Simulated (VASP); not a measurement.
Runs of VASP 6.6.1 on CaC3. The structure is that of space group I4/mmm (No. 139), or close to it. The cells are those of the table. 

```csv
task,cell,k mesh,cutoff (eV),gap on the mesh (eV),pressure (GPa)
single point,"a = 4.361 Å, angles 132.7, 132.7, 69.2°, 4 atoms",6 × 6 × 6,520,none,0.4
single point,"a = 4.729 Å, angles 135.6, 135.6, 64.7°, 4 atoms",8 × 8 × 8,520,none,-10.6
single point,"a = 4.342 Å, angles 132.2, 132.2, 69.9°, 4 atoms",18 × 18 × 18,520,none,(a)
relaxation of cell and atoms,"relaxed from a = 4.729 Å, angles 135.6, 135.6, 64.7°, 4 atoms",6 × 6 × 6,600,none,-0.2
```

Alike in all rows: level PBE; potentials or basis VASP PAW PBE potentials, release 64 (Ca_sv, C); no spin polarisation; smearing gaussian 0.1 eV.

Question: Fill in the values left out.

Answer: (a) 0.5.

Caveats: the cell stands under tension (at least some runs).

A gap of «none» marks levels without a gap at the run's occupations.
